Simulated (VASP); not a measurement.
# TiSi16 (a cell with a defect) in VASP: relaxation of the atoms with PBEsol

Aim: the relaxation of the atoms of TiSi16 (a cell with a defect) with PBEsol.

Everything below comes from runs of VASP 6.6.1. Logs are shortened: lines on timing, memory, paths and dates and some standing lists are left out, and cuts for length are marked.

## 1. The cell of the first run

The cell holds a defect, 17 atoms: a = 7.679 Å, b = 7.679 Å, c = 7.679 Å, α = 60.00°, β = 60.00°, γ = 60.00°.

## 2. Relaxation of the atoms, PBEsol

The input, INCAR:

```
  ALGO = Normal
  EDIFF = 1E-6
  EDIFFG = -0.03
  ENCUT = 520
  GGA = PS
  IBRION = 2
  ISIF = 2
  ISMEAR = 0
  LASPH = True
  LCHARG = False
  LREAL = Auto
  LWAVE = False
  NELM = 100
  NSW = 80
  PREC = Accurate
  SIGMA = 0.05
```

The input, KPOINTS:

```
k-points
0
Gamma
  2 2 2
```

The input, POSCAR:

```
TiSi16
1.0
    0.0000000000      5.4300000000      5.4300000000
    5.4300000000      0.0000000000      5.4300000000
    5.4300000000      5.4300000000      0.0000000000
Si Ti
16 1
Direct
    0.0000000000      0.0000000000      0.0000000000
    0.1250000000      0.1250000000      0.1250000000
    0.0000000000      0.0000000000      0.5000000000
    0.1250000000      0.1250000000      0.6250000000
    0.0000000000      0.5000000000      0.0000000000
    0.1250000000      0.6250000000      0.1250000000
    0.0000000000      0.5000000000      0.5000000000
    0.1250000000      0.6250000000      0.6250000000
    0.5000000000      0.0000000000      0.0000000000
    0.6250000000      0.1250000000      0.1250000000
    0.5000000000      0.0000000000      0.5000000000
    0.6250000000      0.1250000000      0.6250000000
    0.5000000000      0.5000000000      0.0000000000
    0.6250000000      0.6250000000      0.1250000000
    0.5000000000      0.5000000000      0.5000000000
    0.6250000000      0.6250000000      0.6250000000
    0.8788129000      0.3745975000      0.8716656000
```

Potentials or basis: VASP PAW PBE potentials, release 64 (Si, Ti_sv).

On the command line:

```
$ cat potpaw_PBE.64/Si/POTCAR potpaw_PBE.64/Ti_sv/POTCAR > POTCAR
$ mpirun -np 1 vasp_std > vasp.out
```

OUTCAR:

```text
EDIFF = 1E-6
   EDIFFG = -0.03
   ENCUT = 520
   GGA = PS
   IBRION = 2
   ISIF = 2
   ISMEAR = 0
   LASPH = True
   LREAL = Auto
   NELM = 100
   NSW = 80
   PREC = Accurate

 ion  position               nearest neighbor table
   1  0.000  0.000  0.000-  17 2.35   4 2.35   6 2.35  10 2.35   2 2.35
   2  0.125  0.125  0.125-   1 2.35   3 2.35   5 2.35   9 2.35  17 2.71
   3  0.000  0.000  0.500-   2 2.35   4 2.35   8 2.35  12 2.35
   4  0.125  0.125  0.625-   1 2.35   3 2.35   7 2.35  11 2.35  17 2.69
   5  0.000  0.500  0.000-  17 2.35   6 2.35   8 2.35  14 2.35   2 2.35
   6  0.125  0.625  0.125-   1 2.35   5 2.35   7 2.35  13 2.35
   7  0.000  0.500  0.500-  17 2.33   6 2.35   8 2.35  16 2.35   4 2.35
   8  0.125  0.625  0.625-   3 2.35   5 2.35   7 2.35  15 2.35  17 2.70
   9  0.500  0.000  0.000-   2 2.35  10 2.35  12 2.35  14 2.35
  10  0.625  0.125  0.125-   1 2.35   9 2.35  11 2.35  13 2.35  17 2.73
  11  0.500  0.000  0.500-   4 2.35  10 2.35  12 2.35  16 2.35
  12  0.625  0.125  0.625-   3 2.35   9 2.35  11 2.35  15 2.35
  13  0.500  0.500  0.000-   6 2.35  10 2.35  14 2.35  16 2.35  17 2.38
  14  0.625  0.625  0.125-   5 2.35   9 2.35  13 2.35  15 2.35  17 2.74
  15  0.500  0.500  0.500-   8 2.35  12 2.35  14 2.35  16 2.35
  16  0.625  0.625  0.625-   7 2.35  11 2.35  13 2.35  15 2.35  17 2.72
  17  0.879  0.375  0.872-   7 2.33   1 2.35   5 2.35  13 2.38   4 2.69   8 2.70   2 2.71  16 2.72
                            10 2.73  14 2.74

  LATTYP: Found a face centered cubic cell.
 ALAT       =    10.8600000000

  Lattice vectors:

 A1 = (   0.0000000000,   5.4300000000,   5.4300000000)
 A2 = (   5.4300000000,   0.0000000000,   5.4300000000)
 A3 = (   5.4300000000,   5.4300000000,   0.0000000000)

Analysis of symmetry for initial positions (statically):
=====================================================================
 Subroutine PRICEL returns:
 Original cell was already a primitive cell.

 Routine SETGRP: Setting up the symmetry group for a
 face centered cubic supercell.

 Subroutine GETGRP returns: Found  1 space group operations
 (whereof  1 operations were pure point group operations)
 out of a pool of 48 trial point group operations.

The static configuration has the point symmetry C_1 .

Analysis of symmetry for dynamics (positions and initial velocities):
=====================================================================
 Subroutine PRICEL returns:
 Original cell was already a primitive cell.

 Routine SETGRP: Setting up the symmetry group for a
 face centered cubic supercell.

 Subroutine GETGRP returns: Found  1 space group operations
 (whereof  1 operations were pure point group operations)
 out of a pool of 48 trial point group operations.

The dynamic configuration has the point symmetry C_1 .

 Subroutine INISYM returns: Found  1 space group operations
 (whereof  1 operations are pure point group operations),
 and found     1 'primitive' translations

----------------------------------------------------------------------------------------

                                     Primitive cell

  volume of cell :     320.2060

  direct lattice vectors                    reciprocal lattice vectors
     0.000000000  5.430000000  5.430000000    -0.092081031  0.092081031  0.092081031
     5.430000000  0.000000000  5.430000000     0.092081031 -0.092081031  0.092081031
     5.430000000  5.430000000  0.000000000     0.092081031  0.092081031 -0.092081031

  length of vectors
     7.679179644  7.679179644  7.679179644     0.159489025  0.159489025  0.159489025

  position of ions in fractional coordinates (direct lattice)
     0.000000000  0.000000000  0.000000000
     0.125000000  0.125000000  0.125000000
     0.000000000  0.000000000  0.500000000
     0.125000000  0.125000000  0.625000000
     0.000000000  0.500000000  0.000000000
     0.125000000  0.625000000  0.125000000
[... 9 lines left out ...]
     0.625000000  0.625000000  0.625000000
     0.878812900  0.374597500  0.871665600

  ion indices of the primitive-cell ions
   primitive index   ion index
                 1           1
                 2           2
                 3           3
                 4           4
                 5           5
                 6           6
[... 9 lines left out ...]
                16          16
                17          17

----------------------------------------------------------------------------------------

 KPOINTS: k-points

Automatic generation of k-mesh.
 Grid dimensions read from file:
 generate k-points for:    2    2    2

 Generating k-lattice:

  Cartesian coordinates                     Fractional coordinates (reciprocal lattice)
    -0.046040516  0.046040516  0.046040516     0.500000000  0.000000000  0.000000000
     0.046040516 -0.046040516  0.046040516     0.000000000  0.500000000  0.000000000
     0.046040516  0.046040516 -0.046040516     0.000000000  0.000000000  0.500000000

  Length of vectors
     0.079744512  0.079744512  0.079744512

  Shift w.r.t. Gamma in fractional coordinates (k-lattice)
     0.000000000  0.000000000  0.000000000

 Subroutine IBZKPT returns following result:
 ===========================================

 Found      8 irreducible k-points:

 Following reciprocal coordinates:
            Coordinates               Weight
  0.000000  0.000000  0.000000      1.000000
  0.500000  0.000000  0.000000      1.000000
  0.000000  0.500000  0.000000      1.000000
  0.000000  0.000000  0.500000      1.000000
  0.500000  0.500000  0.500000      1.000000
  0.500000  0.500000  0.000000      1.000000
  0.000000  0.500000  0.500000      1.000000
  0.500000  0.000000  0.500000      1.000000
   k-points           NKPTS =      8   k-points in BZ     NKDIM =      8   number of bands    NBANDS=     47
   number of dos      NEDOS =    301   number of ions     NIONS =     17
   total plane-waves  NPLWV = 216000
   dimension x,y,z NGX =    60 NGY =   60 NGZ =   60
   dimension x,y,z NGXF=   120 NGYF=  120 NGZF=  120
   ions per type =              16   1
   NGX,Y,Z   is equivalent  to a cutoff of  12.99, 12.99, 12.99 a.u.
   NGXF,Y,Z  is equivalent  to a cutoff of  25.98, 25.98, 25.98 a.u.
 SYSTEM =  unknown system
   PREC   = accura    normal or accurate (medium, high low for compatibility)
   ISTART =      0    job   : 0-new  1-cont  2-samecut
   ICHARG =      2    charge: 1-file 2-atom 10-const
   ISPIN  =      1    spin polarized calculation?
   LNONCOLLINEAR =      F non collinear calculations
   LSORBIT =      F    spin-orbit coupling
   LASPH  =      T    aspherical Exc in radial PAW
   ENCUT  =  520.0 eV  38.22 Ry    6.18 a.u.  14.28 14.28 14.28*2*pi/ulx,y,z
   NELM   =    100;   NELMIN=  2; NELMDL= -5     # of ELM steps
   EDIFF  = 0.1E-05   stopping-criterion for ELM
   LREAL  =      T    real-space projection
   EDIFFG = -.3E-01   stopping-criterion for IOM
   NSW    =     80    number of steps for IOM
   IBRION =      2    ionic relax: 0-MD 1-quasi-New 2-CG
   NFREE  =      1    steps in history (QN), initial steepest desc. (CG)
   ISIF   =      2    stress and relaxation
   ISYM   =      2    0-nonsym 1-usesym 2-fastsym
   POTIM  = 0.5000    time-step for ionic-motion
   TEBEG  =    0.0;   TEEND  =   0.0 temperature during run
   PSTRESS=    0.0 pullay stress
   NELECT =      76.0000    total number of electrons
   NUPDOWN=      -1.0000    fix difference up-down
   EMIN   =  10.00;   EMAX   =-10.00  energy-range for DOS
   EFERMI =   0.00;   METHOD = LEGACY
   ISMEAR =     0;   SIGMA  =   0.05  broadening in eV -4-tet -1-fermi 0-gaus
   EFERMI_NEDOS =   21; number of points for ismear=-14 and -15
   IALGO  =     38    algorithm
   IMIX   =      4    mixing-type and parameters
     AMIX     =   0.40;   BMIX     =  1.00
     AMIX_MAG =   1.60;   BMIX_MAG =  1.00
  volume/ion in A,a.u.               =      18.84       127.11
  Fermi-wavevector in a.u.,A,eV,Ry     =   1.013607  1.915439 13.978610  1.027399
  Thomas-Fermi vector in A             =   2.146786
   LORBIT       =      0    0 simple, 1 ext, 2 COOP (PROOUT), +10 PAW based schemes
   GGA     = PS    functional components
   LHFCALC =     F    Hartree Fock is set to
   AEXX    =    0.0000 exact exchange contribution
   IVDW    =     0    specifies the selected vdW correction
   LEPSILON=     F    determine dielectric tensor
   LRPA    =     F    only Hartree local field effects (RPA)
 conjugate gradient relaxation of ions
 non-spin polarized calculation
 Gauss-broadening in eV      SIGMA  =   0.05
  energy-cutoff  :      520.00
  volume of cell :      320.21
 maximum number of plane-waves:      8646
 NGX is ok and might be reduce to    60
   NGX = 29   NGY = 29   NGZ = 29

--------------------------------------- Ionic step        1  -------------------------------------------

 number of electron      76.0000003 magnetization

 Free energy of the ion-electron system (eV)
  ---------------------------------------------------
  ext. energy  EPLUGINS =         0.00000000
  ---------------------------------------------------
  free energy    TOTEN  =       -97.97265577 eV

  energy without entropy =      -97.93015430  energy(sigma->0) =      -97.95140504

------------------------ aborting loop because EDIFF is reached ----------------------------------------

  FORCE on cell =-STRESS in cart. coord.  units (eV):
  Direction    XX          YY          ZZ          XY          YZ          ZX
  --------------------------------------------------------------------------------------
  -------------------------------------------------------------------------------------
  Total        5.7545417      5.7696257      5.7567388      0.2375243     -0.2583114      0.0385945
  in kB       28.7933264     28.8688001     28.8043199      1.1884726     -1.2924826      0.1931108
  external PRESSURE =      28.8221488 kB  Pullay stress =       0.0000000 kB
[... 240 lines left out ...]
  energy  without entropy=      -98.3037642514  energy(sigma->0) =      -98.31461979

--------------------------------------- Ionic step        6  -------------------------------------------

 number of electron      75.9999998 magnetization

 Free energy of the ion-electron system (eV)
  ---------------------------------------------------
  ext. energy  EPLUGINS =         0.00000000
  ---------------------------------------------------
  free energy    TOTEN  =       -98.32627005 eV

  energy without entropy =      -98.30373190  energy(sigma->0) =      -98.31500097

 E-fermi :   6.8193     XC(G=0):  -9.8812

 val. band max:        6.7757607394   @ k =   0.0000   0.5000   0.5000
 cond. band min:       6.8512448869   @ k =   0.5000   0.5000   0.5000
 fundamental gap:      0.0754841475
 Fermi energy:         6.8193402756

 k-point     1 :       0.0000    0.0000    0.0000
  band No.  band energies     occupation
      1     -49.7270      2.00000
      2     -26.2059      2.00000
      3     -26.2046      2.00000
      4     -26.2029      2.00000
      5      -5.7883      2.00000
      6      -3.5575      2.00000
[... 433 lines left out ...]
  FREE ENERGIE OF THE ION-ELECTRON SYSTEM (eV)
  ---------------------------------------------------
  free  energy   TOTEN  =       -98.3262700476 eV

  energy  without entropy=      -98.3037318975  energy(sigma->0) =      -98.31500097

 reached required accuracy - stopping structural energy minimisation
```

Wall time 20 min (1 thread of Oxide Virtual Turin-like, shared host); peak memory 0.52 GiB.

Results:

* Free energy: -98.3263 eV
* Energy gained by relaxing: 20.8 meV/atom
* Ionic steps: 6
* Pressure after relaxing: 2.1 GPa
* Largest force after relaxing: 0.010 eV/Å
* Band gap on the k mesh: zero (bands 38 and 39 overlap by 0.41 eV)

Forces in eV/Å, atoms in the order of the input:
```
Si   0.000 -0.001  0.003
Si  -0.001  0.006  0.000
Si  -0.003  0.006  0.003
Si  -0.004 -0.002  0.002
Si  -0.003 -0.001  0.001
Si   0.005  0.001 -0.005
Si  -0.001  0.002  0.001
Si  -0.003 -0.002  0.004
Si   0.004  0.001 -0.004
Si  -0.003  0.003 -0.008
Si   0.000 -0.004 -0.006
Si   0.000  0.000  0.000
Si   0.002 -0.003 -0.002
Si   0.008  0.003  0.003
Si   0.006 -0.003  0.000
Si  -0.005 -0.007  0.005
Ti  -0.002  0.001  0.002
```

Step by step:
| step | energy change (eV) | largest force (eV/Å) | pressure (GPa) |
| --- | --- | --- | --- |
| 1 | 0.0000 | 1.8912 | 2.88 |
| 2 | -0.3477 | 0.3261 | 2.03 |
| 3 | -0.3486 | 0.2154 | 2.05 |
| 4 | -0.3528 | 0.1177 | 2.06 |
| 5 | -0.3528 | 0.1065 | 2.05 |
| 6 | -0.3536 | 0.0097 | 2.06 |

Final structure:
```yaml
crystal:
  lattice:
    - [0.00000, 5.43000, 5.43000]
    - [5.43000, 0.00000, 5.43000]
    - [5.43000, 5.43000, 0.00000]
  atoms:
    - { symbol: Si, position: [0.00405, 0.98801, 0.00394] }
    - { symbol: Si, position: [0.12803, 0.12202, 0.12790] }
    - { symbol: Si, position: [0.99533, 0.00160, 0.50146] }
    - { symbol: Si, position: [0.12806, 0.12209, 0.62185] }
    - { symbol: Si, position: [0.00403, 0.50397, 0.00393] }
    - { symbol: Si, position: [0.12575, 0.62492, 0.12434] }
    - { symbol: Si, position: [0.00419, 0.50414, 0.48753] }
    - { symbol: Si, position: [0.12806, 0.62798, 0.62184] }
    - { symbol: Si, position: [0.50167, 0.00147, 0.99538] }
    - { symbol: Si, position: [0.62229, 0.12194, 0.12785] }
    - { symbol: Si, position: [0.50172, 0.00152, 0.50139] }
    - { symbol: Si, position: [0.62497, 0.12501, 0.62502] }
    - { symbol: Si, position: [0.48874, 0.50377, 0.00372] }
    - { symbol: Si, position: [0.62229, 0.62790, 0.12785] }
    - { symbol: Si, position: [0.50172, 0.49537, 0.50138] }
    - { symbol: Si, position: [0.62236, 0.62794, 0.62176] }
    - { symbol: Ti, position: [0.87556, 0.37493, 0.87452] }
```

Levels at points of the mesh, in eV from the Fermi level:
```csv
k point,band 35,band 36,band 37,band 38,band 39,band 40
"(0.00, 0.00, 0.00)",-0.95,-0.94,-0.38,-0.38,-0.37,-0.13
"(0.50, 0.00, 0.00)",-1.30,-1.30,-0.27,0.03,0.03,0.44
"(0.00, 0.50, 0.00)",-1.30,-1.29,-0.27,0.03,0.04,0.44
"(0.00, 0.00, 0.50)",-1.30,-1.29,-0.27,0.03,0.04,0.44
"(0.50, 0.50, 0.50)",-1.30,-1.30,-0.27,0.03,0.04,0.44
"(0.50, 0.50, 0.00)",-1.94,-1.82,-0.71,-0.04,0.59,0.59
"(0.00, 0.50, 0.50)",-1.94,-1.82,-0.71,-0.04,0.59,0.59
"(0.50, 0.00, 0.50)",-1.94,-1.82,-0.71,-0.04,0.59,0.59
```

Caveat: the k points lie up to 0.50 Å⁻¹ apart; the PAW data sets were made with another functional, which shifts forces and pressure a little.

The gap in the log of VASP goes by the Fermi energy; the results here count the filled bands.